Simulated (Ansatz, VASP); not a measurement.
# Two plane-wave programs on MgCdTe3

INCAR

```
  ALGO = Normal
  EDIFF = 1E-6
  ENCUT = 520
  GGA = PE
  ISIF = 2
  ISMEAR = 0
  LASPH = True
  LCHARG = True
  LELF = True
  LREAL = False
  LVHAR = True
  LWAVE = False
  NBANDS = 24
  NELM = 100
  PREC = Accurate
  SIGMA = 0.1
```

The input KPOINTS:

```
k-points
0
Gamma
  3 3 4
```

Contents of POSCAR:

```
MgCdTe3
1.0
    6.0807551000      0.0000000000      0.0000000000
   -3.0403775500      5.2660883900      0.0000000000
    0.0000000000      0.0000000000      5.5339968100
Mg Cd Te
1 1 3
Direct
    0.0000000000      0.0000000000      0.5000000000
    0.0000000000      0.0000000000      0.0000000000
    0.5000000000      0.0000000000      0.0000000000
    0.0000000000      0.5000000000      0.0000000000
    0.5000000000      0.5000000000      0.0000000000
```

Input for Ansatz:

```yaml
crystal:
  lattice:
    - [6.0807551, 0.0, 0.0]
    - [-3.04037755, 5.26608839, 0.0]
    - [0.0, 0.0, 5.53399681]
  atoms:
    - { symbol: Mg, position: [0.0, 0.0, 0.5] }
    - { symbol: Cd, position: [0.0, 0.0, 0.0] }
    - { symbol: Te, position: [0.5, 0.0, 0.0] }
    - { symbol: Te, position: [0.0, 0.5, 0.0] }
    - { symbol: Te, position: [0.5, 0.5, 0.0] }
basis:
  ecutwfc: 420
kpoints:
  mp_grid: { grid: [3, 3, 4] }
hamiltonian:
  xc: pbe
scf:
  occupations: { method: gaussian, width: 0.1 }
  lower_state_search: "off"
output:
  forces: true
  stress: true
  eigenvalues: true
```

Alike in both runs: task single point; functional PBE; k mesh 3 × 3 × 4; occupations gaussian, width 0.1 eV; no spin polarisation.

```csv
,VASP,Ansatz
version,VASP 6.6.1,Ansatz 0.2.0
potentials or method,"VASP PAW PBE potentials, release 64 (Mg, Cd, Te), cutoff 520 eV","scalar-relativistic, plane waves, PAW"
valence electrons in the cell,32,78
```

|  | VASP | Ansatz | Ansatz less VASP |
| --- | --- | --- | --- |
| gap on the k mesh at the Fermi level (eV) | none | none | - |
| pressure (GPa) | 6.6 | 6.5 | -0.05 |
| traceless stress, the component that is largest in VASP (GPa) | -6.62 | -6.57 | +0.055 |

A gap of «none» marks a metal or a gap that the smearing closes. The functional is the same, so the differences come from potentials, cutoffs and numerics. VASP's potentials hold 32 valence electrons a cell and Ansatz's 78, so a difference there can come from the potentials and not from the codes.

The k mesh is coarse, so the values compare programs but aren't converged. Spin-orbit coupling is off throughout.
